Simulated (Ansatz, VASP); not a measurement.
# One calculation of C, two programs

```xyz
4
Lattice="2.4657 0.0000 0.0000 -1.2328 2.1353 0.0000 0.0000 0.0000 17.5001" Properties=species:S:1:pos:R:3 pbc="T T T"
C     1.2328    0.7118    4.5000
C     0.0000    1.4235    4.5000
C     0.8219    1.4235    7.8101
C    -0.4109    2.1353    7.8100
```

Alike in both runs: task single point; functional PBE; dispersion D3(BJ); k mesh 15 × 15 × 1; occupations gaussian, width 0.1 eV; no spin polarisation.

|  | VASP | Ansatz |
| --- | --- | --- |
| version | VASP 6.6.1 | Ansatz 0.2.0 |
| potentials or method | VASP PAW PBE potentials, release 64 (C), cutoff 520 eV | scalar-relativistic, plane waves, PAW |
| valence electrons in the cell | 16 | 16 |

|  | VASP | Ansatz | Ansatz less VASP |
| --- | --- | --- | --- |
| gap on the k mesh at the Fermi level (eV) | 0.42 | 0.42 | 0.000 |
| least direct gap on the mesh (eV) | 0.42 | 0.42 | 0.000 |
| rms of the force components (eV/Å) | 0.019 | 0.019 | -0.0001 |

Atom by atom the forces differ by 0.000 eV/Å (rms over components). Ansatz's warnings: structure snapped to symmetry.
